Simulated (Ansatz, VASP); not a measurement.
**Zr in VASP and in Ansatz**

```
Zr
1.0
     3.27453    0.00000    0.00000
    -1.63727    2.83583    0.00000
     0.00000    0.00000    5.21473
Zr
2
Direct
  0.66667 0.33333 0.75000
  0.33333 0.66667 0.25000
```

Alike in both runs: task single point; functional LDA; k mesh 9 × 9 × 5; occupations fermi-dirac, width 0.05 eV; no spin polarisation.

```csv
,VASP,Ansatz
version,VASP 6.6.1,Ansatz 0.2.0
potentials or method,"VASP PAW LDA potentials, release 64 (Zr_sv)",Ansatz PAW
plane-wave cutoff (eV),520,420
valence electrons in the cell,24,24
```

```csv
,VASP,Ansatz,Ansatz less VASP
gap on the k mesh at the Fermi level (eV),none,none,-
pressure (GPa),-9.1,-9.2,-0.08
"traceless stress, the component that is largest in VASP (GPa)",0.38,0.36,-0.018
```

LDA's correlation is that of Perdew and Zunger in VASP and of Perdew and Wang (1992) in Ansatz. A gap of «none» marks a metal or a gap that the smearing closes.
